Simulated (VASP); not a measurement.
Write the native input for VASP 6.6.1 that does the following.

```yaml
Task: single point
Functional: PBE
Potentials_or_basis: VASP PAW PBE potentials, release 64 (Ti_sv)
Cutoff: 520 eV
k_mesh: 21 × 21 × 21
Occupations: fermi-dirac, width 0.05 eV
Spin: no spin polarisation
Dipole_correction: no
Further_INCAR_settings: ALGO = Normal; EDIFF = 1e-06; NBANDS = 12
```

The structure of Ti lies in POSCAR:

```
Ti
1.0
    0.0000000000      1.5374187600      1.5374187600
    1.5374187600      0.0000000000      1.5374187600
    1.5374187600      1.5374187600      0.0000000000
Ti
1
Direct
    0.0000000000      0.0000000000      0.0000000000
```

This cell differs from its parent crystal: volume scaled by 0.418, to set the pressure.

One way to write it, as run:

INCAR

```
SYSTEM = Ti
PREC = Accurate ; ENCUT = 520
EDIFF = 1E-6 ; ISMEAR = -1
SIGMA = 0.05 ; LREAL = .False.
LASPH = .True. ; NELM = 60
ALGO = Normal ; ISIF = 2
LWAVE = .False. ; LCHARG = .False.
GGA = PE ; NBANDS = 12
```

KPOINTS

```
regular mesh
0
Gamma
  21 21 21
  0 0 0
```

Potentials or basis: VASP PAW PBE potentials, release 64 (Ti_sv).

Run with:

```console
$ cat potpaw_PBE.64/Ti_sv/POTCAR > POTCAR
$ mpirun -np 1 vasp_std > vasp.out
```

It gave:

```yaml
Pressure: 365.2 GPa
Band_gap_on_the_k_mesh: zero (band 6 reaches 22.44 eV, above the bottom of band 7 at 21.03 eV)
```

Caveat: the cell differs from its parent crystal (volume scaled by 0.418, to set the pressure).

Wall time 39 s on 1 thread of AMD EPYC 7R13, on a shared host, peak memory 0.1 GiB.
